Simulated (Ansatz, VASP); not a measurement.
# Na2Al2O: VASP beside Ansatz

Contents of INCAR:

```
SYSTEM = Na2Al2O
  PREC = Accurate
  ENCUT = 600
  EDIFF = 1E-6
  ISMEAR = 0
  SIGMA = 0.1
  LREAL = .False.
  LASPH = .True.
  NELM = 100
  ALGO = Normal
  ISIF = 3
  LWAVE = .False.
  LCHARG = .False.
  GGA = PE
  IBRION = 2
  NSW = 100
  EDIFFG = -0.01
```

Contents of KPOINTS:

```
Automatic mesh
0
Gamma
  10 10 6
  0 0 0
```

File POSCAR:

```
Na2Al2O
1.0
    3.0204468694     -3.0489429776      0.0000000000
    3.0204468694      3.0489429776      0.0000000000
    0.0000000000      0.0000000000      7.9705789435
Na Al O
2 2 1
Direct
    0.0000000000      0.5000000000      0.5000000000
    0.5000000000      0.0000000000      0.5000000000
    0.5000000000      0.5000000000      0.1673538567
    0.5000000000      0.5000000000      0.8326461433
    0.0000000000      0.0000000000      0.5000000000
```

Input for Ansatz:

```yaml
crystal:
  lattice:
    - [3.0204468694, -3.0489429776, 0.0]
    - [3.0204468694, 3.0489429776, 0.0]
    - [0.0, 0.0, 7.9705789435]
  atoms:
    - { symbol: Na, position: [0.0, 0.5, 0.5] }
    - { symbol: Na, position: [0.5, 0.0, 0.5] }
    - { symbol: Al, position: [0.5, 0.5, 0.1673538567] }
    - { symbol: Al, position: [0.5, 0.5, 0.8326461433] }
    - { symbol: O, position: [0.0, 0.0, 0.5] }
basis:
  ecutwfc: 420
kpoints:
  mp_grid: { grid: [10, 10, 6] }
hamiltonian:
  xc: pbe
scf:
  occupations: { method: gaussian, width: 0.1 }
output:
  forces: true
  stress: true
  eigenvalues: true
  write_density: true
  write_potential: true
  elf: true
  volumetric_format: npy
relax:
  adjacent_minimum: "off"
  f_tol: 0.01
  max_steps: 80
  cell: { stress_tol: 0.05 }
```

Alike in both runs: task relaxation of cell and atoms; functional PBE; k mesh 10 × 10 × 6; occupations gaussian, width 0.1 eV; no spin polarisation.

|  | VASP | Ansatz |
| --- | --- | --- |
| version | VASP 6.6.1 | Ansatz 0.2.0 |
| potentials or method | VASP PAW PBE potentials, release 64 (Na_pv, Al, O), cutoff 600 eV | scalar-relativistic, plane waves, PAW |
| valence electrons in the cell | 26 | 30 |

|  | VASP | Ansatz | Ansatz less VASP |
| --- | --- | --- | --- |
| gap on the k mesh at the Fermi level, each at its own relaxed structure (eV) | none | none | - |
| relaxed volume (Å³/atom) | 29.36 | 29.30 | -0.055 |
| relaxed cell length with the largest relative difference (Å) | 4.271 | 4.263 | -0.0075 |

A gap of «none» marks a metal or a gap that the smearing closes. VASP's potentials hold 26 valence electrons a cell and Ansatz's 30, so a difference there can come from the potentials and not from the codes.
